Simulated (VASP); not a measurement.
**SnTe: single point with PBE**

The system is SnTe.

```
Sn Te
1.0
     4.04437    0.00000    0.00000
     0.00000    4.16151    0.00000
     0.00000    0.00000    4.04437
Sn Te
1 1
Direct
  0.00000 0.03842 0.00000
  0.50000 0.46158 0.50000
```

This cell differs from its parent crystal: strained and its atoms moved.

* Program: VASP 6.6.1
* Task: single point
* Functional: PBE
* Potentials or basis: VASP PAW PBE potentials, release 64 (Sn_d, Te)
* Cutoff: 520 eV
* k mesh: 10 × 10 × 10
* Occupations: gaussian, width 0.1 eV
* Spin: no spin polarisation
* Dipole correction: no
* Further INCAR settings: ALGO = Normal; EDIFF = 1e-07; NBANDS = 17

- Pressure: -3.7 GPa
- Largest force: 0.383 eV/Å
- Band gap on the k mesh: zero (band 10 reaches 5.77 eV, above the bottom of band 11 at 4.72 eV)

Forces on the atoms (eV/Å):
```
Sn   0.000  0.383  0.000
Te   0.000 -0.383  0.000
```

Levels at points of the mesh, in eV from the Fermi level:
```
           k point  band 6  band 7  band 8  band 9  band 10  band 11  band 12  band 13  band 14  band 15
(0.00, 0.00, 0.00)  -11.51   -5.59   -1.47   -1.35    -1.35     2.96     3.96     4.68     4.68     5.47
(0.50, 0.00, 0.00)  -10.56   -7.55   -0.63   -0.39    -0.09     0.44     2.06     2.19     5.59     6.14
(0.00, 0.50, 0.00)  -10.74   -7.43   -0.43   -0.34    -0.34     0.43     2.41     2.41     5.41     6.57
(0.50, 0.50, 0.00)  -10.09   -6.43   -3.90   -3.81     0.28     3.00     3.38     3.48     5.94     6.94
(0.50, 0.00, 0.50)   -9.98   -6.16   -4.01   -4.01     0.16     2.83     3.32     3.32     5.69     6.64
(0.50, 0.50, 0.50)   -9.66   -5.45   -2.69   -2.69    -2.20    -0.74    -0.52    -0.52    12.20    12.41
```

Wall time 47 s on 1 thread of Intel(R) Xeon(R) 6975P-C (Granite Rapids), with other jobs on the host, peak memory 0.27 GiB.

Caveat: the cell differs from its parent crystal (strained and its atoms moved); spin-orbit coupling is left out, which moves the levels of the heavy elements.
